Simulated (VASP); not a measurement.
Input of a VASP 6.6.1 run:

Contents of POSCAR:

```
CdS
1.0
    0.0000000000      2.7160334386      2.7160334386
    2.7160334386      0.0000000000      2.7160334386
    2.7160334386      2.7160334386      0.0000000000
Cd S
1 1
Direct
    0.0000000000      0.0000000000      0.0000000000
    0.5000000000      0.5000000000      0.5000000000
```

File INCAR.step1:

```
SYSTEM = CdS
PREC     = Accurate       ! precision mode
ENCUT    = 520            ! plane-wave cutoff, eV
EDIFF    = 1E-5           ! SCF threshold, eV
ISMEAR   = -1             ! smearing method
SIGMA    = 0.05           ! smearing width, eV
LREAL    = .FALSE.        ! projectors in reciprocal space
LASPH    = .TRUE.         ! aspherical terms in the spheres
NELM     = 100            ! most SCF steps
ALGO     = Normal         ! electronic algorithm
ISIF     = 2              ! what is computed and relaxed
LWAVE    = .TRUE.         ! write WAVECAR
LCHARG   = .FALSE.        ! write CHGCAR
GGA      = PE             ! functional
NBANDS   = 16             ! bands
```

Contents of INCAR.step2:

```
SYSTEM = CdS
PREC     = Accurate       ! precision mode
ENCUT    = 520            ! plane-wave cutoff, eV
EDIFF    = 1E-7           ! SCF threshold, eV
ISMEAR   = -1             ! smearing method
SIGMA    = 0.05           ! smearing width, eV
LREAL    = .FALSE.        ! projectors in reciprocal space
LASPH    = .TRUE.         ! aspherical terms in the spheres
NELM     = 100            ! most SCF steps
ALGO     = Normal         ! electronic algorithm
ISIF     = 2              ! what is computed and relaxed
LWAVE    = .FALSE.        ! write WAVECAR
LCHARG   = .FALSE.        ! write CHGCAR
GGA      = PE             ! functional
LHFCALC  = .TRUE.         ! exact exchange
AEXX     = 0.25           ! exact-exchange fraction
PRECFOCK = Normal       
ISTART   = 1            
NBANDS   = 16             ! bands
```

KPOINTS

```
regular mesh
0
G
  4 4 4
  0 0 0
```

Potentials or basis: VASP PAW PBE potentials, release 64 (Cd, S).

Command:

```sh
$ cat potpaw_PBE.64/Cd/POTCAR potpaw_PBE.64/S/POTCAR > POTCAR
$ cp INCAR.step1 INCAR
$ mpirun -np 1 vasp_std > vasp.out
$ cp INCAR.step2 INCAR
$ mpirun -np 1 vasp_std > vasp.out
```

Task: What does it give for the pressure?

Result: 1.5 GPa.

Task: Estimate the band gap on the k mesh.

Result: 1.96 eV (least direct gap 3.59 eV).

Caveat: the k points lie up to 0.50 Å⁻¹ apart; the PAW data sets were made with another functional, which shifts forces and pressure a little. A k mesh can miss the band edges.
